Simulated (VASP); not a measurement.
The system is GaP.

```xyz
2
Lattice="0.0000 2.7254 2.7254 2.7254 0.0000 2.7254 2.7254 2.7254 0.0000" Properties=species:S:1:pos:R:3 pbc="T T T"
Ga    0.0000    0.0000    0.0000
P     1.3627    1.3627    1.3627
```

Base run:

* Program: VASP 6.6.1
* Functional: PBE
* Potentials or basis: VASP PAW PBE potentials, release 64 (Ga_d, P)
* Cutoff: 520 eV
* k mesh: 8 × 8 × 8
* Occupations: gaussian, width 0.01 eV
* Spin: non-collinear spin, zero start, spin-orbit coupling
* Starting moments: [[0.0, 0.0, 0.0], [0.0, 0.0, 0.0]] μB

Its results: pressure 2.4 GPa; net moment 0.00 μB per cell.

Task: The run is repeated on the same cell with these changes: functional from PBE to HSE06; k mesh from 8 × 8 × 8 to 4 × 4 × 4. What comes out?

Result: Pressure 0.9 GPa; net moment 0.00 μB per cell.

Several settings changed at once.

Caveats: some runs use coarse meshes; the PAW data sets were made with another functional, which shifts forces and pressure a little (at least some runs).
